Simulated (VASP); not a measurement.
Here is a VASP 6.6.1 calculation.

File INCAR:

```
SYSTEM = SrO
PREC = Accurate ; ENCUT = 520
EDIFF = 1E-6 ; ISMEAR = -1
SIGMA = 0.02 ; LREAL = .False.
LASPH = .True. ; NELM = 100
ALGO = Normal ; ISIF = 2
LWAVE = .False. ; LCHARG = .False.
GGA = PS ; NBANDS = 24
```

KPOINTS

```
Automatic mesh
0
Gamma
  6 6 4
  0 0 0
```

Contents of POSCAR:

```
SrO
1.0
    4.2356139111      0.0000000000      0.0000000000
   -2.1178069555      3.6681492476      0.0000000000
    0.0000000000      0.0000000000      5.1095836284
Sr O
2 2
Direct
    0.3333333333      0.6666666667     -0.0625000000
    0.6666666667      0.3333333333      0.4375000000
    0.3333333333      0.6666666667      0.4375000000
    0.6666666667      0.3333333333      0.9375000000
```

Potentials or basis: VASP PAW PBE potentials, release 64 (Sr_sv, O).

The run is started by

```console
$ cat potpaw_PBE.64/Sr_sv/POTCAR potpaw_PBE.64/O/POTCAR > POTCAR
$ mpirun -np 1 vasp_std > vasp.out
```

Problem. Estimate the pressure.

Solution. 0.5 GPa.

Problem. Predict the band gap on the k mesh.

Solution. 2.59 eV, direct.

Caveat: the PAW data sets were made with another functional, which shifts forces and pressure a little. As with any semilocal functional, this PBEsol gap is likely too small.
